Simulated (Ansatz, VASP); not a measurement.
**Zr2AgO4 in VASP and in Ansatz**

```
CELL_PARAMETERS angstrom
-2.09405 2.09405 5.92582
2.09405 -2.09405 5.92582
2.09405 2.09405 -5.92582
ATOMIC_POSITIONS crystal
Zr 0.37299 0.37299 0.00000
Zr 0.62701 0.62701 0.00000
Ag 0.00000 0.00000 0.00000
O 0.78034 0.78034 0.00000
O 0.00000 0.50000 0.50000
O 0.50000 0.00000 0.50000
O 0.21966 0.21966 0.00000
```

Alike in both runs: functional PBE; k mesh 12 × 12 × 12; occupations gaussian, width 0.1 eV; no spin polarisation.

Ansatz relaxed the structure, and its values are those at the end. VASP's run is a single point on that final structure, the one shown.

|  | VASP | Ansatz |
| --- | --- | --- |
| version | VASP 6.6.1 | Ansatz 0.2.0 |
| potentials or method | VASP PAW PBE potentials, release 64 (Zr_sv, Ag, O), cutoff 520 eV | scalar-relativistic, plane waves, PAW |
| valence electrons in the cell | 59 | 67 |

```csv
,VASP,Ansatz,Ansatz less VASP
gap on the k mesh at the Fermi level (eV),none,none,-
pressure (GPa),0.2,0.0,-0.21
rms of the force components (eV/Å),0.089,0.000,-0.0892
```

A gap of «none» marks a metal or a gap that the smearing closes. With one functional, cell and mesh, what is left measures potentials, basis and numerics. VASP's potentials hold 59 valence electrons a cell and Ansatz's 67, so a difference there can come from the potentials and not from the codes.
